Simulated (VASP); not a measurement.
Write the native input for VASP 6.6.1 that does the following.

| Item | Value |
| --- | --- |
| Task | single point |
| Functional | PBEsol |
| Potentials or basis | VASP PAW PBE potentials, release 64 (In_d) |
| Cutoff | 520 eV |
| k mesh | 20 × 20 × 20 |
| Occupations | gaussian, width 0.15 eV |
| Spin | no spin polarisation |
| Dipole correction | no |
| Further INCAR settings | ALGO = Fast; EDIFF = 1e-07; NBANDS = 12 |

The structure of In lies in POSCAR:

```
In
1.0
   -2.1732166424      2.1732166424      1.4125908175
    2.1732166424     -2.1732166424      1.4125908175
    2.1732166424      2.1732166424     -1.4125908175
In
1
Direct
    0.0000000000      0.0000000000      0.0000000000
```

This cell differs from its parent crystal: ratio of the length along z to the lengths across it x 0.65, volume and fractional coordinates fixed.

The input as run:

INCAR

```
PREC     = Accurate       # precision mode
ENCUT    = 520            # plane-wave cutoff, eV
EDIFF    = 1E-7           # SCF threshold, eV
ISMEAR   = 0              # smearing method
SIGMA    = 0.15           # smearing width, eV
LREAL    = False          # projectors in reciprocal space
LASPH    = True           # aspherical terms in the spheres
NELM     = 80             # most SCF steps
ALGO     = Fast           # electronic algorithm
ISIF     = 2              # what is computed and relaxed
LWAVE    = False          # write WAVECAR
LCHARG   = False          # write CHGCAR
GGA      = PS             # functional
NBANDS   = 12             # bands
```

KPOINTS

```
regular mesh
0
Gamma
  20 20 20
```

Potentials or basis: VASP PAW PBE potentials, release 64 (In_d).

The run is started by

```console
$ cat potpaw_PBE.64/In_d/POTCAR > POTCAR
$ mpirun -np 1 vasp_std > vasp.out
```

It gave:

| Quantity | Value |
| --- | --- |
| Pressure | 1.2 GPa |
| Band gap on the k mesh | zero (an odd number of electrons rules out a gap without spin polarisation) |

Caveat: the stress differs along the axes, from -2 to 8 GPa; the PAW data sets were made with another functional, which shifts forces and pressure a little; spin-orbit coupling is left out, which moves the levels of the heavy elements.

It took 10 min on 1 thread of AMD EPYC 7R13, on a shared host, peak memory 0.31 GiB.
